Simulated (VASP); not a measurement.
# C4F: single point with PBE+D3(BJ)

The system is C4F.

```
C F
1.0
     3.73125    0.00000    0.00000
     0.00000    3.73125    0.00000
     0.00000    0.00000    3.73125
C F
4 1
Direct
  0.00000 0.00000 0.00000
  0.50000 0.50000 0.00000
  0.50000 0.00000 0.50000
  0.00000 0.50000 0.50000
  0.50000 0.50000 0.50000
```

The cell was built from a structure type or drawn by symmetry, and may not be a known phase.

```json
{
 "Program": "VASP 6.6.1",
 "Task": "single point",
 "Functional": "PBE",
 "Dispersion": "D3(BJ)",
 "Potentials or basis": "VASP PAW PBE potentials, release 64 (C, F)",
 "Cutoff": "520 eV",
 "k mesh": "6 × 6 × 6",
 "Occupations": "gaussian, width 0.1 eV",
 "Spin": "collinear spin",
 "Starting moments": "[1.0, 1.0, 1.0, 1.0, 1.0] μB",
 "Dipole correction": "no",
 "Further INCAR settings": "ALGO = Normal; EDIFF = 1e-06; NBANDS = 24"
}
```

* Pressure: -0.3 GPa
* Net moment: 0.00 μB per cell
* Valence electrons inside the program's atomic spheres: C 1.95, 1.98 (each value once); F 6.02
* Dispersion energy per atom: -0.189 eV

Levels at points of the mesh, in eV from the Fermi level:
Spin up:
| k point | band 7 | band 8 | band 9 | band 10 | band 11 | band 12 | band 13 | band 14 | band 15 | band 16 |
| --- | --- | --- | --- | --- | --- | --- | --- | --- | --- | --- |
| (0.00, 0.00, 0.00) | -7.70 | -6.11 | -2.08 | -2.08 | -2.08 | 0.81 | 0.81 | 0.81 | 3.13 | 3.13 |
| (0.50, 0.00, 0.00) | -7.48 | -3.58 | -1.93 | -1.93 | -0.22 | 0.11 | 0.11 | 0.71 | 0.93 | 1.16 |
| (0.50, 0.50, 0.00) | -4.42 | -4.42 | -1.77 | -1.42 | -1.42 | -0.50 | -0.50 | 0.11 | 0.18 | 1.57 |
| (0.50, 0.50, 0.50) | -4.93 | -4.93 | -3.84 | -3.84 | -3.84 | -0.85 | 1.63 | 1.63 | 2.79 | 2.79 |
Spin down:
```csv
k point,band 7,band 8,band 9,band 10,band 11,band 12,band 13,band 14,band 15,band 16
"(0.00, 0.00, 0.00)",-7.70,-6.11,-2.08,-2.08,-2.08,0.81,0.81,0.81,3.13,3.13
"(0.50, 0.00, 0.00)",-7.48,-3.58,-1.93,-1.93,-0.22,0.11,0.11,0.71,0.93,1.16
"(0.50, 0.50, 0.00)",-4.42,-4.42,-1.77,-1.42,-1.42,-0.50,-0.50,0.11,0.18,1.57
"(0.50, 0.50, 0.50)",-4.93,-4.93,-3.84,-3.84,-3.84,-0.85,1.63,1.63,2.79,2.79
```

Wall time 41 s on 1 thread of Intel(R) Xeon(R) Platinum 8375C CPU @ 2.90GHz (Ice Lake), with other jobs on the host, peak memory 0.19 GiB.
